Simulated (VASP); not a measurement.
A run of VASP 6.6.1:

File INCAR:

```
PREC = Accurate
ENCUT = 600
EDIFF = 1E-6
ISMEAR = -1
SIGMA = 0.05
LREAL = False
LASPH = True
NELM = 80
ALGO = Normal
ISIF = 3
LWAVE = False
LCHARG = False
GGA = PS
IBRION = 2
NSW = 60
EDIFFG = -0.01
PSTRESS = 50.0
```

Contents of KPOINTS:

```
Automatic mesh
0
Gamma
  6 6 3
```

File POSCAR:

```
Cs
1.0
    5.5663060538      0.0000000000      0.0000000000
   -2.7831530269      4.8205624479      0.0000000000
    0.0000000000      0.0000000000      9.2584789600
Cs
2
Direct
    0.6666666667      0.3333333333      0.7500000000
    0.3333333333      0.6666666667      0.2500000000
```

Potentials or basis: VASP PAW PBE potentials, release 64 (Cs_sv).

Launch:

```sh
$ cat potpaw_PBE.64/Cs_sv/POTCAR > POTCAR
$ mpirun -np 1 vasp_std > vasp.out
```

Hardware: 1 thread of Intel(R) Xeon(R) 6975P-C (Granite Rapids), on a shared host.

**Question.** Estimate the wall time of this run.

**Answer.** Run time: 4.4 min on 1 thread of Intel(R) Xeon(R) 6975P-C (Granite Rapids), with other jobs on the host, peak memory 0.49 GiB. Counts: scf iterations 123, k points 14, ion steps 16.
